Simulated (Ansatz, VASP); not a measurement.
## Two plane-wave programs on CsH

The input POSCAR:

```
CsH
1.0
    0.0597750000      3.1880000000      3.1880000000
    3.1880000000      0.0597750000      3.1880000000
    3.2477750000      3.2477750000      0.0000000000
Cs H
1 1
Direct
    0.0000000000      0.0000000000      0.0000000000
    0.5000000000      0.5000000000      0.5000000000
```

File INCAR.step1:

```
SYSTEM = CsH
ALGO = Normal
EDIFF = 1E-4
ENCUT = 520
GGA = PE
ISMEAR = 0
LASPH = .TRUE.
LCHARG = .FALSE.
LREAL = .FALSE.
LWAVE = .TRUE.
NBANDS = 12
NELM = 100
PREC = Accurate
SIGMA = 0.05
```

INCAR.step2

```
SYSTEM = CsH
ALGO = Normal
EDIFF = 1E-7
ENCUT = 520
ISIF = 2
ISMEAR = 0
ISTART = 1
LASPH = .TRUE.
LCHARG = .FALSE.
LMIXTAU = .TRUE.
LREAL = .FALSE.
LWAVE = .FALSE.
METAGGA = R2SCAN
NBANDS = 12
NELM = 100
PREC = Accurate
SIGMA = 0.05
```

The input KPOINTS:

```
k-points
0
G
  6 6 6
  0 0 0
```

Input for Ansatz:

```yaml
crystal:
  lattice:
    - [0.059775, 3.188, 3.188]
    - [3.188, 0.059775, 3.188]
    - [3.247775, 3.247775, 0.0]
  atoms:
    - { symbol: Cs, position: [0.0, 0.0, 0.0] }
    - { symbol: H, position: [0.5, 0.5, 0.5] }
basis:
  ecutwfc: 500
kpoints:
  mp_grid: { grid: [6, 6, 6] }
hamiltonian:
  xc: r2scan
scf:
  occupations: { method: gaussian, width: 0.05 }
output:
  forces: true
  stress: true
  eigenvalues: true
```

Change from the starting cell: strain +0.0375 x Voigt [0, 0, 0, 0, 0, 1], atoms carried along.

Alike in both runs: task single point; functional r2SCAN; k mesh 6 × 6 × 6; occupations gaussian, width 0.05 eV; no spin polarisation.

|  | VASP | Ansatz |
| --- | --- | --- |
| version | VASP 6.6.1 | Ansatz 0.2.0 |
| potentials or method | VASP PAW PBE potentials, release 64 (Cs_sv, H), cutoff 520 eV | scalar-relativistic, plane waves, PAW |
| valence electrons in the cell | 10 | 10 |

|  | VASP | Ansatz | Ansatz less VASP |
| --- | --- | --- | --- |
| gap on the k mesh at the Fermi level (eV) | 2.65 | 2.67 | +0.018 |
| least direct gap on the mesh (eV) | 2.66 | 2.67 | +0.017 |
| pressure (GPa) | 0.0 | 0.0 | -0.02 |
| traceless stress, the component that is largest in VASP (GPa) | -0.17 | -0.17 | 0.000 |

VASP's potentials were made for PBE, not for r2SCAN.

Neither program's run includes spin-orbit coupling.
